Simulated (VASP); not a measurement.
**P: relaxation of cell and atoms with PBE**

Crystal: P.

```
P
1.0
     1.64774   -5.46504    0.00000
     1.64774    5.46504    0.00000
     0.00000    0.00000    4.54364
P
4
Direct
  0.90414 0.09586 0.58882
  0.09586 0.90414 0.41118
  0.59586 0.40414 0.08882
  0.40414 0.59586 0.91118
```

- Program: VASP 6.6.1
- Task: relaxation of cell and atoms
- Functional: PBE
- Potentials or basis: VASP PAW PBE potentials, release 64 (P)
- Cutoff: 600 eV
- k mesh: 8 × 8 × 6
- Occupations: fermi-dirac, width 0.05 eV
- Spin: no spin polarisation
- Target pressure: 30 GPa
- Dipole correction: no
- Further INCAR settings: ALGO = Normal; EDIFF = 1e-07; IBRION = 2; EDIFFG = -0.01; NSW = 60; ISIF = 3

```json
{
 "Relaxed volume": "12.19 Å³/atom",
 "Relaxed cell": "a = 4.852 Å, b = 4.852 Å, c = 3.448 Å, α = 90.00°, β = 90.00°, γ = 143.09°",
 "Space group after relaxing (to 0.1 Å)": "Fmmm (No. 69)",
 "Energy change on relaxing (the run minimises the enthalpy)": "+491.7 meV/atom",
 "Ionic steps": "23",
 "Pressure after relaxing": "30.0 GPa",
 "Largest force after relaxing": "0.010 eV/Å",
 "Band gap on the k mesh": "zero (bands 10 and 11 overlap by 2.53 eV)"
}
```

Forces on the atoms (eV/Å):
```
P    0.000  0.010  0.000
P    0.000 -0.010  0.000
P    0.000 -0.010  0.000
P    0.000  0.010  0.000
```

The path:
```tsv
step	energy change (eV)	largest force (eV/Å)	pressure (GPa)	volume (Å³)
1	0.0000	0.2862	1.68	81.83
2	9.9632	11.4333	144.59	46.04
3	1.1482	2.6378	26.54	66.33
4	1.3435	2.8998	29.57	65.18
5	1.2557	2.0737	28.85	58.74
6	2.2748	0.8109	35.63	48.90
7	2.1365	1.7174	23.73	50.15
8	2.0339	0.7030	28.34	49.43
9	2.0381	0.6518	28.58	49.41
10	2.0430	0.5960	32.53	48.75
11	2.0596	0.6003	33.19	48.64
12	1.8084	0.1195	29.00	49.69
13	1.8213	0.1051	29.22	49.62
14	1.8561	0.1261	29.85	49.42
15	1.8891	0.1542	30.42	49.23
16	1.8854	0.1136	29.81	49.23
17	1.8835	0.1022	29.05	49.23
18	1.9117	0.0766	29.38	49.07
19	1.9884	0.0132	30.46	48.64
20	1.9771	0.0207	30.28	48.70
21	1.9644	0.0067	29.96	48.77
22	1.9624	0.0107	29.90	48.78
23	1.9667	0.0098	29.98	48.75
```

Final structure:
```
CELL_PARAMETERS angstrom
1.53606 -4.60294 0.00000
1.53606 4.60294 0.00000
0.00000 0.00000 3.44775
ATOMIC_POSITIONS crystal
P 0.87906 0.12095 0.50625
P 0.12095 0.87906 0.49375
P 0.62095 0.37905 0.00625
P 0.37905 0.62095 0.99375
```

Levels at points of the mesh, in eV from the Fermi level:
```
           k point  band 7  band 8  band 9  band 10  band 11  band 12  band 13  band 14
(0.00, 0.00, 0.00)   -3.56   -3.28   -1.74    -1.56     2.09     2.28     2.87     5.32
(0.50, 0.00, 0.00)   -3.54   -3.54   -1.62    -1.62    -1.02    -1.02     1.06     1.06
(0.50, 0.50, 0.00)   -4.18   -4.13   -2.97    -1.16    -0.24     2.41     4.45     5.63
(0.00, 0.00, 0.50)   -1.21   -1.21   -0.44    -0.44     1.12     1.12     2.20     2.20
(0.50, 0.00, 0.50)   -7.98   -7.98   -2.81    -2.81     0.58     0.58     7.02     7.02
(0.50, 0.50, 0.50)   -2.20   -2.20   -0.32    -0.32     0.62     0.62     1.51     1.51
```

Wall time 15 min on 1 thread of Intel(R) Xeon(R) 6975P-C (Granite Rapids), with other jobs on the host, peak memory 0.33 GiB.

Caveat: the cell is relaxed towards a set pressure, so the run minimises the enthalpy, not the energy; the volume moved by over 15 % at a fixed basis, so the end points are rough.
